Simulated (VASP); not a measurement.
A run of VASP 6.6.1 is set up as follows.

File INCAR:

```
PREC = Accurate ; ENCUT = 500
EDIFF = 1E-6 ; ISMEAR = -1
SIGMA = 0.02 ; LREAL = F
LASPH = T ; NELM = 120
ALGO = Normal ; ISIF = 2
LWAVE = F ; LCHARG = F
GGA = PS ; NBANDS = 27
GGA_COMPAT = F
```

Contents of KPOINTS:

```
regular mesh
0
Gamma
  6 6 6
```

File POSCAR:

```
InSe
1.0
    5.8263928781     -2.0546489550      0.0000000000
    5.8263928781      2.0546489550      0.0000000000
   -1.7232330140      0.0000000000      4.7713478577
In Se
2 2
Direct
    0.8882032500      0.8882032500      0.0468413600
    0.1117967500      0.1117967500      0.9531586400
    0.6609275900      0.6609275900      0.6689556200
    0.3390724100      0.3390724100      0.3310443800
```

Potentials or basis: VASP PAW PBE potentials, release 64 (In_d, Se).

Command:

```sh
$ cat potpaw_PBE.64/In_d/POTCAR potpaw_PBE.64/Se/POTCAR > POTCAR
$ mpirun -np 1 vasp_std > vasp.out
```

Predict the band gap on the k mesh.

1.08 eV (least direct gap 1.35 eV).

What does it give for the pressure?

-1.1 GPa.

What does it give for the largest force?

0.082 eV/Å.

Forces on the atoms (eV/Å):
```
In  -0.014  0.000 -0.012
In   0.014  0.000  0.012
Se   0.012  0.000 -0.081
Se  -0.012  0.000  0.081
```

Caveat: the PAW data sets were made with another functional, which shifts forces and pressure a little; spin-orbit coupling is left out, which moves the levels of the heavy elements. A k mesh can miss the band edges.
